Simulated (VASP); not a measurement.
# Rh (Fm-3m) in VASP: further runs

Rh is run at these levels: PBE; tasks: single point.

All numbers are computed with VASP 6.6.1; they aren't measurements. Logs are shortened: lines on timing, memory, paths and dates and some standing lists are left out, and cuts for length are marked.

**1. The cell of the first run**

Symmetry: Fm-3m, No. 225, cubic system. The conventional cell has a = 3.881 Å, b = 3.881 Å, c = 3.881 Å, α = 90.00°, β = 90.00°, γ = 90.00°. Within 3.6 Å of Rh (site symmetry m-3m) lie 12 Rh at 2.74 Å.

**2. Single point, PBE**

The input, INCAR:

```
PREC = Accurate ; ENCUT = 520
EDIFF = 1E-6 ; ISMEAR = -1
SIGMA = 0.06122561905347299 ; LREAL = False
LASPH = True ; NELM = 60
ALGO = Normal ; ISIF = 2
LWAVE = False ; LCHARG = False
GGA = PE ; NBANDS = 14
```

The input, KPOINTS:

```
Automatic mesh
0
Gamma
  49 49 49
```

The input, POSCAR:

```
Rh
1.0
    0.0000000000      1.9406521474      1.9406521474
    1.9406521474      0.0000000000      1.9406521474
    1.9406521474      1.9406521474      0.0000000000
Rh
1
Direct
    0.0000000000      0.0000000000      0.0000000000
```

Potentials or basis: VASP PAW PBE potentials, release 64 (Rh_pv).

On the command line:

```bash
$ cat potpaw_PBE.64/Rh_pv/POTCAR > POTCAR
$ mpirun -np 1 vasp_std > vasp.out
```

OUTCAR:

```text
PREC = Accurate
   ENCUT = 520
   EDIFF = 1E-6
   ISMEAR = -1
   LREAL = False
   LASPH = True
   NELM = 60
   ISIF = 2
   GGA = PE

 ion  position               nearest neighbor table
   1  0.000  0.000  0.000-

  LATTYP: Found a face centered cubic cell.
 ALAT       =     3.8813042948

  Lattice vectors:

 A1 = (   0.0000000000,   1.9406521474,   1.9406521474)
 A2 = (   1.9406521474,   0.0000000000,   1.9406521474)
 A3 = (   1.9406521474,   1.9406521474,   0.0000000000)

Analysis of symmetry for initial positions (statically):
=====================================================================
 Subroutine PRICEL returns:
 Original cell was already a primitive cell.

 Routine SETGRP: Setting up the symmetry group for a
 face centered cubic supercell.

 Subroutine GETGRP returns: Found 48 space group operations
 (whereof 48 operations were pure point group operations)
 out of a pool of 48 trial point group operations.

The static configuration has the point symmetry O_h .

Analysis of symmetry for dynamics (positions and initial velocities):
=====================================================================
 Subroutine PRICEL returns:
 Original cell was already a primitive cell.

 Routine SETGRP: Setting up the symmetry group for a
 face centered cubic supercell.

 Subroutine GETGRP returns: Found 48 space group operations
 (whereof 48 operations were pure point group operations)
 out of a pool of 48 trial point group operations.

The dynamic configuration has the point symmetry O_h .

 Subroutine INISYM returns: Found 48 space group operations
 (whereof 48 operations are pure point group operations),
 and found     1 'primitive' translations

----------------------------------------------------------------------------------------

                                     Primitive cell

  volume of cell :      14.6175

  direct lattice vectors                    reciprocal lattice vectors
     0.000000000  1.940652147  1.940652147    -0.257645349  0.257645349  0.257645349
     1.940652147  0.000000000  1.940652147     0.257645349 -0.257645349  0.257645349
     1.940652147  1.940652147  0.000000000     0.257645349  0.257645349 -0.257645349

  length of vectors
     2.744496587  2.744496587  2.744496587     0.446254835  0.446254835  0.446254835

  position of ions in fractional coordinates (direct lattice)
     0.000000000  0.000000000  0.000000000

  ion indices of the primitive-cell ions
   primitive index   ion index
                 1           1

----------------------------------------------------------------------------------------

 KPOINTS: Automatic mesh

Automatic generation of k-mesh.
 Grid dimensions read from file:
 generate k-points for:   49   49   49

 Generating k-lattice:

  Cartesian coordinates                     Fractional coordinates (reciprocal lattice)
    -0.005258068  0.005258068  0.005258068     0.020408163  0.000000000  0.000000000
     0.005258068 -0.005258068  0.005258068     0.000000000  0.020408163  0.000000000
     0.005258068  0.005258068 -0.005258068     0.000000000  0.000000000  0.020408163

  Length of vectors
     0.009107242  0.009107242  0.009107242

  Shift w.r.t. Gamma in fractional coordinates (k-lattice)
     0.000000000  0.000000000  0.000000000

 Subroutine IBZKPT returns following result:
 ===========================================

 Found   2925 irreducible k-points:

 Following reciprocal coordinates:
            Coordinates               Weight
  0.000000  0.000000  0.000000      1.000000
  0.020408  0.000000  0.000000      8.000000
  0.040816  0.000000  0.000000      8.000000
  0.061224  0.000000  0.000000      8.000000
  0.081633  0.000000  0.000000      8.000000
  0.102041  0.000000  0.000000      8.000000
[... 16 lines left out ...]
  0.448980  0.000000  0.000000      8.000000
  0.469388  0.000000  0.000000      8.000000
 [... further k-points ...]
   k-points           NKPTS =   2925   k-points in BZ     NKDIM =   2925   number of bands    NBANDS=     14
   number of dos      NEDOS =    301   number of ions     NIONS =      1
   total plane-waves  NPLWV =   8000
   dimension x,y,z NGX =    20 NGY =   20 NGZ =   20
   dimension x,y,z NGXF=    40 NGYF=   40 NGZF=   40
   ions per type =               1
   NGX,Y,Z   is equivalent  to a cutoff of  12.11, 12.11, 12.11 a.u.
   NGXF,Y,Z  is equivalent  to a cutoff of  24.23, 24.23, 24.23 a.u.
 SYSTEM =  unknown system
   PREC   = accura    normal or accurate (medium, high low for compatibility)
   ISTART =      0    job   : 0-new  1-cont  2-samecut
   ICHARG =      2    charge: 1-file 2-atom 10-const
   ISPIN  =      1    spin polarized calculation?
   LNONCOLLINEAR =      F non collinear calculations
   LSORBIT =      F    spin-orbit coupling
   LASPH  =      T    aspherical Exc in radial PAW
   ENCUT  =  520.0 eV  38.22 Ry    6.18 a.u.   5.10  5.10  5.10*2*pi/ulx,y,z
   NELM   =     60;   NELMIN=  2; NELMDL= -5     # of ELM steps
   EDIFF  = 0.1E-05   stopping-criterion for ELM
   LREAL  =      F    real-space projection
   EDIFFG = 0.1E-04   stopping-criterion for IOM
   NSW    =      0    number of steps for IOM
   IBRION =     -1    ionic relax: 0-MD 1-quasi-New 2-CG
   NFREE  =      0    steps in history (QN), initial steepest desc. (CG)
   ISIF   =      2    stress and relaxation
   ISYM   =      2    0-nonsym 1-usesym 2-fastsym
   POTIM  = 0.5000    time-step for ionic-motion
   TEBEG  =    0.0;   TEEND  =   0.0 temperature during run
   PSTRESS=    0.0 pullay stress
   NELECT =      15.0000    total number of electrons
   NUPDOWN=      -1.0000    fix difference up-down
   EMIN   =  10.00;   EMAX   =-10.00  energy-range for DOS
   EFERMI =   0.00;   METHOD = LEGACY
   ISMEAR =    -1;   SIGMA  =   0.06  broadening in eV -4-tet -1-fermi 0-gaus
   EFERMI_NEDOS =   21; number of points for ismear=-14 and -15
   IALGO  =     38    algorithm
   IMIX   =      4    mixing-type and parameters
     AMIX     =   0.40;   BMIX     =  1.00
     AMIX_MAG =   1.60;   BMIX_MAG =  1.00
  volume/ion in A,a.u.               =      14.62        98.64
  Fermi-wavevector in a.u.,A,eV,Ry     =   1.651255  3.120420 37.098244  2.726644
  Thomas-Fermi vector in A             =   2.740066
   LORBIT       =      0    0 simple, 1 ext, 2 COOP (PROOUT), +10 PAW based schemes
   GGA     = PE    functional components
   LHFCALC =     F    Hartree Fock is set to
   AEXX    =    0.0000 exact exchange contribution
   IVDW    =     0    specifies the selected vdW correction
   LEPSILON=     F    determine dielectric tensor
   LRPA    =     F    only Hartree local field effects (RPA)
 non-spin polarized calculation
  energy-cutoff  :      520.00
  volume of cell :       14.62
 maximum number of plane-waves:       411
   NGX = 11   NGY = 11   NGZ = 11

 number of electron      14.9999992 magnetization

 Free energy of the ion-electron system (eV)
  ---------------------------------------------------
  ext. energy  EPLUGINS =         0.00000000
  ---------------------------------------------------
  free energy    TOTEN  =        -7.25050355 eV

  energy without entropy =       -7.23246551  energy(sigma->0) =       -7.24148453

 E-fermi :  10.8086     XC(G=0): -13.6396

 val. band max:       10.8083385842   @ k =   0.3469   0.0612   0.0204
 cond. band min:      10.8099538959   @ k =  -0.4898   0.2653   0.1224
 fundamental gap:      0.0016153117
 Fermi energy:        10.8085995018

 k-point     1 :       0.0000    0.0000    0.0000
  band No.  band energies     occupation
      1     -35.4606      2.00000
      2     -35.4606      2.00000
      3     -35.4606      2.00000
      4       3.3011      2.00000
      5       8.0156      2.00000
      6       8.0156      2.00000
      7       8.0156      2.00000
      8       9.9073      2.00000
      9       9.9073      2.00000
     10      26.8337      0.00000
     11      31.5247      0.00000
     12      31.9503      0.00000
     13      31.9503      0.00000
     14      31.9503      0.00000

 k-point     2 :       0.0204    0.0000    0.0000
  band No.  band energies     occupation
      1     -35.4631      2.00000
      2     -35.4610      2.00000
      3     -35.4610      2.00000
      4       3.3170      2.00000
      5       8.0087      2.00000
      6       8.0219      2.00000
      7       8.0219      2.00000
      8       9.9039      2.00000
      9       9.9039      2.00000
     10      26.8558      0.00000
     11      31.5248      0.00000
     12      31.8444      0.00000
     13      31.9724      0.00000
     14      31.9724      0.00000

 k-point     3 :       0.0408    0.0000    0.0000
  band No.  band energies     occupation
      1     -35.4706      2.00000
      2     -35.4620      2.00000
      3     -35.4620      2.00000
      4       3.3648      2.00000
      5       7.9883      2.00000
      6       8.0402      2.00000
      7       8.0402      2.00000
      8       9.8939      2.00000
      9       9.8939      2.00000
     10      26.9211      0.00000
     11      31.5139      0.00000
     12      31.5620      0.00000
     13      32.0384      0.00000
     14      32.0384      0.00000
[... 324 lines left out ...]
 k-point    23 :       0.4490    0.0000    0.0000
  band No.  band energies     occupation
      1     -36.0365      2.00000
      2     -35.5413      2.00000
      3     -35.5413      2.00000
      4       5.2118      2.00000
      5       7.9762      2.00000
      6       7.9762      2.00000
      7      11.2247      0.00223
      8      11.2392      0.00176
      9      11.2392      0.00176
     10      19.3561      0.00000
     11      26.4243      0.00000
     12      31.5263      0.00000
     13      31.7604      0.00000
     14      31.7604      0.00000

 k-point    24 :       0.4694    0.0000    0.0000
  band No.  band energies     occupation
      1     -36.0458      2.00000
      2     -35.5427      2.00000
      3     -35.5427      2.00000
      4       5.1985      2.00000
      5       7.9600      2.00000
      6       7.9600      2.00000
      7      11.2907      0.00076
      8      11.2907      0.00076
      9      11.4705      0.00004
     10      19.0374      0.00000
     11      26.3551      0.00000
     12      31.5263      0.00000
     13      31.6240      0.00000
     14      31.6240      0.00000

 [... further k-points ...]

------------------------ aborting loop because EDIFF is reached ----------------------------------------

  FORCE on cell =-STRESS in cart. coord.  units (eV):
  Direction    XX          YY          ZZ          XY          YZ          ZX
  --------------------------------------------------------------------------------------
  -------------------------------------------------------------------------------------
  Total       -0.8315806     -0.8315806     -0.8315806      0.0000000      0.0000000      0.0000000
  in kB      -91.1468834    -91.1468834    -91.1468834      0.0000000      0.0000000      0.0000000
  external PRESSURE =     -91.1468834 kB  Pullay stress =       0.0000000 kB

 VOLUME and BASIS-vectors are now :
 -----------------------------------------------------------------------------
  energy-cutoff  :      520.00
  volume of cell :       14.62
      direct lattice vectors                 reciprocal lattice vectors
     0.000000000  1.940652147  1.940652147    -0.257645349  0.257645349  0.257645349
     1.940652147  0.000000000  1.940652147     0.257645349 -0.257645349  0.257645349
     1.940652147  1.940652147  0.000000000     0.257645349  0.257645349 -0.257645349

 POSITION                                       TOTAL-FORCE (eV/Angst)
 -----------------------------------------------------------------------------------
      0.00000      0.00000      0.00000        -0.000000     -0.000000     -0.000000
 -----------------------------------------------------------------------------------
    total drift:                               -0.000000     -0.000000     -0.000000

  FREE ENERGIE OF THE ION-ELECTRON SYSTEM (eV)
  ---------------------------------------------------
  free  energy   TOTEN  =        -7.2505035516 eV

  energy  without entropy=       -7.2324655129  energy(sigma->0) =       -7.24148453
```

It took 6.4 min on 1 thread of Oxide Virtual Turin-like, shared host; peak memory 0.56 GiB.

Results:

| Quantity | Value |
| --- | --- |
| Free energy | -7.2505 eV |
| Pressure | -9.1 GPa |
| Band gap on the k mesh | zero (an odd number of electrons rules out a gap without spin polarisation) |

Caveat: the cell stands under tension.

**3. Single point, PBE**

This run uses another cell than the first one, of 14.90 Å³/atom.

The input, INCAR:

```
SYSTEM = Rh
ALGO = Normal ; EDIFF = 1E-6
ENCUT = 520 ; GGA = PE
ISIF = 2 ; ISMEAR = -1
LASPH = .True. ; LCHARG = .False.
LREAL = .False. ; LWAVE = .False.
NBANDS = 14 ; NELM = 80
PREC = Accurate ; SIGMA = 0.06122561905347299
```

The input, KPOINTS:

```
k-points
0
Gamma
  49 49 49
  0 0 0
```

The input, POSCAR:

```
Rh
1.0
    0.0000000000      1.9530133223      1.9530133223
    1.9530133223      0.0000000000      1.9530133223
    1.9530133223      1.9530133223      0.0000000000
Rh
1
Direct
    0.0000000000      0.0000000000      0.0000000000
```

Potentials or basis: VASP PAW PBE potentials, release 64 (Rh_pv).

On the command line:

```bash
$ cat potpaw_PBE.64/Rh_pv/POTCAR > POTCAR
$ mpirun -np 1 vasp_std > vasp.out
```

Wall time 12 min (1 thread of Oxide Virtual Turin-like, shared host); peak memory 0.58 GiB.

Results (log left out):

| Property | Result |
| --- | --- |
| Free energy | -7.2313 eV |
| Pressure | -12.9 GPa |
| Band gap on the k mesh | zero (an odd number of electrons rules out a gap without spin polarisation) |

Levels at points of the mesh, in eV from the Fermi level:
```csv
k point,band 5,band 6,band 7,band 8,band 9,band 10
"(0.00, 0.00, 0.00)",-2.71,-2.71,-2.71,-0.88,-0.88,16.03
```

Caveat: the cell stands under tension.
